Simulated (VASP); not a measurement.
# SiC (P6_3mc) in VASP: further runs, part 2 of 2

VASP 6.6.1. The steps go on from the part before.

## (3) Single point, BLYP+D4

INCAR

```
SYSTEM = SiC
  AGGAC = 1.0
  AGGAX = 1.0
  ALDAC = 0.0
  ALDAX = 1.0
  ALGO = Normal
  EDIFF = 1E-6
  ENCUT = 520
  GGA = B5
  ISIF = 2
  ISMEAR = -1
  IVDW = 13
  LASPH = .True.
  LCHARG = .False.
  LREAL = .False.
  LWAVE = .False.
  NBANDS = 26
  NELM = 100
  PREC = Accurate
  SIGMA = 0.05
  VDW_A1 = 0.44488865
  VDW_A2 = 4.0933009
  VDW_S6 = 1.0
  VDW_S8 = 2.34076671
```

KPOINTS

```
k-points
0
Gamma
  10 10 3
  0 0 0
```

POSCAR

```
SiC
1.0
    3.0550512851      0.0000000000      0.0000000000
   -1.5275256425      2.6457520228      0.0000000000
    0.0000000000      0.0000000000     10.0030562121
Si C
4 4
Direct
    0.0000000000      0.0000000000      0.1878943800
    0.0000000000      0.0000000000      0.6878943800
    0.3333333333      0.6666666667      0.4378419800
    0.6666666667      0.3333333333      0.9378419800
    0.0000000000      0.0000000000      0.0004600500
    0.0000000000      0.0000000000      0.5004600500
    0.3333333333      0.6666666667      0.2498025900
    0.6666666667      0.3333333333      0.7498025900
```

Potentials or basis: VASP PAW PBE potentials, release 64 (Si, C).

Launch:

```console
$ cat potpaw_PBE.64/Si/POTCAR potpaw_PBE.64/C/POTCAR > POTCAR
$ mpirun -np 1 vasp_std > vasp.out
```

OUTCAR:

```text
SYSTEM = SiC
   EDIFF = 1E-6
   ENCUT = 520
   GGA = B5
   ISIF = 2
   ISMEAR = -1
   IVDW = 13
   LASPH = .True.
   LREAL = .False.
   NELM = 100
   PREC = Accurate

 ion  position               nearest neighbor table
   1  0.000  0.000  0.188-   7 1.87   7 1.87   7 1.87   5 1.87   3 3.06   3 3.06   3 3.06   4 3.06
                             4 3.06   4 3.06
   2  0.000  0.000  0.688-   8 1.87   8 1.87   8 1.87   6 1.87   4 3.06   4 3.06   4 3.06   3 3.06
                             3 3.06   3 3.06
   3  0.333  0.667  0.438-   6 1.87   6 1.87   6 1.87   7 1.88   1 3.06   1 3.06   1 3.06   2 3.06
                             2 3.06   2 3.06
   4  0.667  0.333  0.938-   5 1.87   5 1.87   5 1.87   8 1.88   2 3.06   2 3.06   2 3.06   1 3.06
                             1 3.06   1 3.06
   5  0.000  0.000  0.000-   4 1.87   4 1.87   4 1.87   1 1.87
   6  0.000  0.000  0.500-   3 1.87   3 1.87   3 1.87   2 1.87
   7  0.333  0.667  0.250-   1 1.87   1 1.87   1 1.87   3 1.88
   8  0.667  0.333  0.750-   2 1.87   2 1.87   2 1.87   4 1.88

  LATTYP: Found a hexagonal cell.
 ALAT       =     3.0550512851
 C/A-ratio  =     3.2742678530

  Lattice vectors:

 A1 = (   3.0550512851,   0.0000000000,   0.0000000000)
[... 202 lines left out ...]
      3      -5.4503      2.00000
      4      -3.0822      2.00000
      5       0.2735      2.00000
      6       4.5156      2.00000
[... 685 lines left out ...]
     25      17.1054      0.00000
     26      18.0073      0.00000

 [... further k-points ...]

------------------------ aborting loop because EDIFF is reached ----------------------------------------

  DFT-D4 for vdW energy calculation

  Edisp (eV):   -5.22668

  FORCE on cell =-STRESS in cart. coord.  units (eV):
  Direction    XX          YY          ZZ          XY          YZ          ZX
  --------------------------------------------------------------------------------------
  -------------------------------------------------------------------------------------
  Total       2.40546     2.40546     2.45434     0.00000     0.00000    -0.00000
  in kB      47.66596    47.66596    48.63451     0.00000     0.00000    -0.00000
  external pressure =       47.99 kB  Pullay stress =        0.00 kB

 VOLUME and BASIS-vectors are now :
 -----------------------------------------------------------------------------
  energy-cutoff  :      520.00
  volume of cell :       80.85
      direct lattice vectors                 reciprocal lattice vectors
     3.055051285  0.000000000  0.000000000     0.327326747  0.188982186  0.000000000
    -1.527525642  2.645752023  0.000000000     0.000000000  0.377964371  0.000000000
     0.000000000  0.000000000 10.003056212     0.000000000  0.000000000  0.099969447

 POSITION                                       TOTAL-FORCE (eV/Angst)
 -----------------------------------------------------------------------------------
      0.00000      0.00000      1.87952         0.000000     -0.000000     -0.014653
      0.00000      0.00000      6.88105        -0.000000      0.000000     -0.014653
     -0.00000      1.76383      4.37976        -0.000000      0.000000      0.003803
      1.52753      0.88192      9.38129         0.000000     -0.000000      0.003803
      0.00000      0.00000      0.00460        -0.000000      0.000000      0.005907
      0.00000      0.00000      5.00613         0.000000     -0.000000      0.005907
     -0.00000      1.76383      2.49879        -0.000000      0.000000      0.004943
      1.52753      0.88192      7.50032         0.000000     -0.000000      0.004943
 -----------------------------------------------------------------------------------
    total drift:                               -0.000000     -0.000000     -0.000221

  FREE ENERGIE OF THE ION-ELECTRON SYSTEM (eV)
  ---------------------------------------------------
  free  energy   TOTEN  =       -59.6695539174 eV

  energy  without entropy=      -59.6695539174  energy(sigma->0) =      -59.66955392
```

OSZICAR:

```text
N       E                     dE             d eps       ncg     rms          rms(c)
DAV:   1     0.768302214092E+02    0.76830E+02   -0.14632E+04  1456   0.112E+03
DAV:   2    -0.564628316758E+02   -0.13329E+03   -0.12352E+03  1968   0.191E+02
DAV:   3    -0.633739860511E+02   -0.69112E+01   -0.68648E+01  1970   0.408E+01
DAV:   4    -0.634621087327E+02   -0.88123E-01   -0.87992E-01  1910   0.543E+00
DAV:   5    -0.634637383293E+02   -0.16296E-02   -0.16288E-02  1958   0.698E-01    0.178E+01
DAV:   6    -0.545819103775E+02    0.88818E+01   -0.24981E+01  1864   0.222E+01    0.722E+00
DAV:   7    -0.544678544334E+02    0.11406E+00   -0.26460E+00  2026   0.737E+00    0.348E+00
DAV:   8    -0.544442907379E+02    0.23564E-01   -0.12749E-01  1712   0.179E+00    0.110E+00
DAV:   9    -0.544424242527E+02    0.18665E-02   -0.24340E-02  1922   0.856E-01    0.239E-01
DAV:  10    -0.544427372259E+02   -0.31297E-03   -0.23422E-03  1870   0.232E-01    0.787E-02
DAV:  11    -0.544428695018E+02   -0.13228E-03   -0.17141E-04  1722   0.926E-02    0.454E-02
DAV:  12    -0.544428696107E+02   -0.10889E-06   -0.73564E-06  1926   0.140E-02
   1 F= -.59669554E+02 E0= -.59669554E+02  d E =-.417003E-10
```

stdout:

```text
POSCAR found type information on POSCAR SiC
 POSCAR found :  2 types and       8 ions
 scaLAPACK will be used
 -----------------------------------------------------------------------------
|                                                                             |
|                                                                             |
|     You enforced a specific xc type in the INCAR file but a different       |
|     I HOPE YOU KNOW WHAT YOU ARE DOING!                                     |
|                                                                             |
 -----------------------------------------------------------------------------

 LDA part: xc-table for (Slater(with rela. corr.)+VWN5), standard interpolation
 POSCAR, INCAR and KPOINTS ok, starting setup
 FFT: planning ... GRIDC
 FFT: planning ... GRID_SOFT
 FFT: planning ... GRID
 WAVECAR not read
 entering main loop
```

Run time: 2.1 min. Hardware: 1 thread of Intel Xeon 8259CL, shared host; peak memory 0.21 GiB.

What came out:

```yaml
Free_energy: -59.6696 eV
Pressure: 4.8 GPa
Largest_force: 0.015 eV/Å
Band_gap_on_the_k_mesh: 2.54 eV, indirect (least direct gap 3.67 eV)
Dispersion_energy_per_atom: -0.653 eV
```

Forces in eV/Å, atoms in the order of the input:
```
Si   0.000  0.000 -0.015
Si   0.000  0.000 -0.015
Si   0.000  0.000  0.004
Si   0.000  0.000  0.004
C    0.000  0.000  0.006
C    0.000  0.000  0.006
C    0.000  0.000  0.005
C    0.000  0.000  0.005
```

Caveat: the PAW data sets were made with another functional, which shifts forces and pressure a little.

## (4) Single point, PBEsol+D4

This run uses another cell than the first one, of 10.31 Å³/atom, 1.020 times its volume.

INCAR

```
PREC = Accurate
ENCUT = 520
EDIFF = 1E-6
ISMEAR = -1
SIGMA = 0.05
LREAL = False
LASPH = True
NELM = 60
ALGO = Normal
ISIF = 2
LWAVE = False
LCHARG = True
GGA = PS
IVDW = 13
LELF = True
LVHAR = True
NBANDS = 26
```

KPOINTS

```
Automatic mesh
0
Gamma
  10 10 3
```

Edit POSCAR of step 3 so:

```diff
@@ -2,5 +2,5 @@
 1.0
-    3.0550512851      0.0000000000      0.0000000000
-   -1.5275256425      2.6457520228      0.0000000000
-    0.0000000000      0.0000000000     10.0030562121
+    3.0756941497      0.0000000000      0.0000000000
+   -1.5378470748      2.6636292679      0.0000000000
+    0.0000000000      0.0000000000     10.0706464800
 Si C
```

Launch:

```console
$ cat potpaw_PBE.64/Si/POTCAR potpaw_PBE.64/C/POTCAR > POTCAR
$ mpirun -np 1 vasp_std > vasp.out
```

It took 2.1 min on 1 thread of Intel Xeon 8259CL, shared host; peak memory 0.21 GiB.

It converged, with:

```yaml
Free_energy: -65.1633 eV
Pressure: -1.6 GPa
Largest_force: 0.004 eV/Å
Band_gap_on_the_k_mesh: 2.11 eV, indirect (least direct gap 3.24 eV)
Dispersion_energy_per_atom: -0.187 eV
```

Forces in eV/Å, atoms in the order of the input:
```
Si   0.000  0.000  0.002
Si   0.000  0.000  0.002
Si   0.000  0.000 -0.004
Si   0.000  0.000 -0.004
C    0.000  0.000 -0.001
C    0.000  0.000 -0.001
C    0.000  0.000  0.003
C    0.000  0.000  0.003
```

Stress tensor (GPa, compression positive):
```
-1.60  0.00  0.00
 0.00 -1.60  0.00
 0.00  0.00 -1.72
```

Levels at points of the mesh, in eV from the valence-band top:
| k point | band 14 | band 15 | band 16 | band 17 | band 18 | band 19 |
| --- | --- | --- | --- | --- | --- | --- |
| (0.00, 0.00, 0.00) | -0.05 | 0.00 | 0.00 | 5.05 | 5.63 | 6.27 |
| (0.50, 0.00, 0.00) | -2.24 | -1.59 | -1.13 | 2.11 | 2.24 | 4.12 |

Caveat: the PAW data sets were made with another functional, which shifts forces and pressure a little. A k mesh can miss the band edges.

## (5) Single point, BLYP+D4

This run uses another cell than the first one, of 10.31 Å³/atom, 1.020 times its volume.

INCAR

```
PREC = Accurate ; ENCUT = 520
EDIFF = 1E-6 ; ISMEAR = -1
SIGMA = 0.05 ; LREAL = F
LASPH = T ; NELM = 100
ALGO = Normal ; ISIF = 2
LWAVE = F ; LCHARG = F
GGA = B5 ; ALDAX = 1.0
AGGAX = 1.0 ; AGGAC = 1.0
ALDAC = 0.0 ; IVDW = 13
VDW_S6 = 1.0 ; VDW_S8 = 2.34076671
VDW_A1 = 0.44488865 ; VDW_A2 = 4.0933009
NBANDS = 26
```

KPOINTS is that of step 4.

POSCAR is that of step 4.

Launch:

```console
$ cat potpaw_PBE.64/Si/POTCAR potpaw_PBE.64/C/POTCAR > POTCAR
$ mpirun -np 1 vasp_std > vasp.out
```

Run time: 2.3 min. Hardware: 1 thread of Intel Xeon 8259CL, shared host; peak memory 0.22 GiB.

Results (log left out):

- Free energy: -59.6960 eV
- Pressure: 0.3 GPa
- Largest force: 0.017 eV/Å
- Band gap on the k mesh: 2.54 eV, indirect (least direct gap 3.65 eV)
- Dispersion energy per atom: -0.642 eV

Forces on the atoms (eV/Å):
```
Si   0.000  0.000 -0.017
Si   0.000  0.000 -0.017
Si   0.000  0.000  0.011
Si   0.000  0.000  0.011
C    0.000  0.000  0.006
C    0.000  0.000  0.006
C    0.000  0.000  0.001
C    0.000  0.000  0.001
```

Stress tensor (GPa, compression positive):
```
0.27 0.00 0.00
0.00 0.27 0.00
0.00 0.00 0.43
```

Levels at points of the mesh, in eV from the valence-band top:
```
           k point  band 13  band 14  band 15  band 16  band 17  band 18  band 19  band 20
(0.00, 0.00, 0.00)    -0.58    -0.05     0.00     0.00     5.26     5.84     6.47     6.50
(0.50, 0.00, 0.00)    -2.33    -2.19    -1.55    -1.12     2.54     2.66     4.48     4.94
```

Caveat: the PAW data sets were made with another functional, which shifts forces and pressure a little. A k mesh can miss the band edges.

## (6) Single point, SVWN5

This run uses another cell than the first one, of 10.31 Å³/atom, 1.020 times its volume.

INCAR

```
PREC = Accurate
ENCUT = 520
EDIFF = 1E-6
ISMEAR = -1
SIGMA = 0.05
LREAL = False
LASPH = True
NELM = 60
ALGO = Normal
ISIF = 2
LWAVE = False
LCHARG = False
GGA = VW
NBANDS = 26
```

KPOINTS

```
regular mesh
0
Gamma
  10 10 3
```

POSCAR is that of step 5.

Potentials or basis: VASP PAW PBE potentials, release 64 (Si, C).

Launch:

```console
$ cat potpaw_PBE.64/Si/POTCAR potpaw_PBE.64/C/POTCAR > POTCAR
$ mpirun -np 1 vasp_std > vasp.out
```

Run time: 100 s. Hardware: 1 thread of Intel Xeon 8259CL, shared host; peak memory 0.19 GiB.

Results (log left out):

```
Free energy            : -66.4078 eV
Pressure               : -2.6 GPa
Largest force          : 0.005 eV/Å
Band gap on the k mesh : 2.18 eV, indirect (least direct gap 3.31 eV)
```

Forces in eV/Å, atoms in the order of the input:
```
Si   0.000  0.000 -0.005
Si   0.000  0.000 -0.005
Si   0.000  0.000  0.004
Si   0.000  0.000  0.004
C    0.000  0.000 -0.001
C    0.000  0.000 -0.001
C    0.000  0.000  0.002
C    0.000  0.000  0.002
```

Levels at points of the mesh, in eV from the valence-band top:
```
           k point  band 12  band 13  band 14  band 15  band 16  band 17  band 18  band 19  band 20  band 21
(0.00, 0.00, 0.00)    -0.59    -0.59    -0.05     0.00     0.00     5.08     5.64     6.28     6.35     6.88
(0.50, 0.00, 0.00)    -2.41    -2.38    -2.24    -1.60    -1.13     2.18     2.29     4.14     4.68     5.20
```

Caveat: the PAW data sets were made with another functional, which shifts forces and pressure a little. A k mesh can miss the band edges.

## (7) Overview

```tsv
level	cell	gap on the mesh (eV)	pressure (GPa)	largest force (eV/Å)
PBEsol+D4	a = 3.055, b = 3.055, c = 10.003 Å, angles 90.0, 90.0, 120.0°, 8 atoms	2.11	3.0	0.01
BLYP+D4	a = 3.055, b = 3.055, c = 10.003 Å, angles 90.0, 90.0, 120.0°, 8 atoms	2.54	4.8	0.01
PBEsol+D4	a = 3.076, b = 3.076, c = 10.071 Å, angles 90.0, 90.0, 120.0°, 8 atoms	2.11	-1.6	-
BLYP+D4	a = 3.076, b = 3.076, c = 10.071 Å, angles 90.0, 90.0, 120.0°, 8 atoms	2.54	0.3	0.02
SVWN5	a = 3.076, b = 3.076, c = 10.071 Å, angles 90.0, 90.0, 120.0°, 8 atoms	2.18	-2.6	0.01
```

Alike in all rows: task single point; potentials or basis VASP PAW PBE potentials, release 64 (Si, C); no spin polarisation; k mesh 10 × 10 × 3; cutoff (eV) 520; smearing fermi-dirac 0.05 eV.

Caveats: the PAW data sets were made with another functional, which shifts forces and pressure a little.

Absolute energies hang on the potentials; compare differences alone.
